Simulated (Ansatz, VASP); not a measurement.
# Mo: VASP beside Ansatz

INCAR

```
SYSTEM = Mo
PREC = Accurate ; ENCUT = 520
EDIFF = 1E-7 ; ISMEAR = 0
SIGMA = 0.15 ; LREAL = .FALSE.
LASPH = .TRUE. ; NELM = 100
ALGO = Fast ; ISIF = 2
LWAVE = .FALSE. ; LCHARG = .FALSE.
GGA = CA ; NBANDS = 13
```

File KPOINTS:

```
Automatic mesh
0
G
  24 24 24
  0 0 0
```

POSCAR

```
Mo
1.0
   -1.3996723452      1.3996723452      1.9791366962
    1.3996723452     -1.3996723452      1.9791366962
    1.3996723452      1.3996723452     -1.9791366962
Mo
1
Direct
    0.0000000000      0.0000000000      0.0000000000
```

Input for Ansatz:

```yaml
crystal:
  lattice:
    - [-1.3996723452, 1.3996723452, 1.9791366962]
    - [1.3996723452, -1.3996723452, 1.9791366962]
    - [1.3996723452, 1.3996723452, -1.9791366962]
  atoms:
    - { symbol: Mo, position: [0.0, 0.0, 0.0] }
basis:
  ecutwfc: 420
kpoints:
  mp_grid: { grid: [24, 24, 24] }
hamiltonian:
  xc: lda
scf:
  occupations: { method: gaussian, width: 0.15 }
output:
  forces: true
  stress: true
  eigenvalues: true
```

Alike in both runs: task single point; functional LDA; k mesh 24 × 24 × 24; occupations gaussian, width 0.15 eV; no spin polarisation.

```csv
,VASP,Ansatz
version,VASP 6.6.1,Ansatz 0.2.0
potentials or method,"VASP PAW LDA potentials, release 64 (Mo_sv), cutoff 520 eV","scalar-relativistic, plane waves, PAW"
valence electrons in the cell,14,14
```

Ansatz gave:

```
gap on the k mesh at the Fermi level (eV) : none
pressure (GPa)                            : -4.3
```

Question: Which values does VASP return?

Answer: gap on the k mesh at the Fermi level (eV): none; pressure (GPa): -3.3.

LDA's correlation is that of Perdew and Zunger in VASP and of Perdew and Wang (1992) in Ansatz. A gap of «none» marks a metal or a gap that the smearing closes.
